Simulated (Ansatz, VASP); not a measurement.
## Two plane-wave programs on BaTa3

```
CELL_PARAMETERS angstrom
4.44647 0.00000 0.00000
0.00000 4.44647 0.00000
0.00000 0.00000 4.44647
ATOMIC_POSITIONS crystal
Ba 0.00000 0.00000 0.00000
Ta 0.00000 0.50000 0.50000
Ta 0.50000 0.00000 0.50000
Ta 0.50000 0.50000 0.00000
```

Alike in both runs: functional PBE; k mesh 10 × 10 × 10; occupations gaussian, width 0.1 eV; no spin polarisation.

Ansatz relaxed the structure, and its values are those at the end. VASP's run is a single point on that final structure, the one shown.

|  | VASP | Ansatz |
| --- | --- | --- |
| version | VASP 6.6.1 | Ansatz 0.2.0 |
| potentials or method | VASP PAW PBE potentials, release 64 (Ba_sv, Ta_sv_GW), cutoff 500 eV | scalar-relativistic, plane waves, PAW |
| valence electrons in the cell | 49 | 49 |

```tsv
	VASP	Ansatz	Ansatz less VASP
gap on the k mesh at the Fermi level (eV)	none	none	-
pressure (GPa)	1.0	0.0	-1.04
```

A gap of «none» marks a metal or a gap that the smearing closes.

Neither program's run includes spin-orbit coupling.
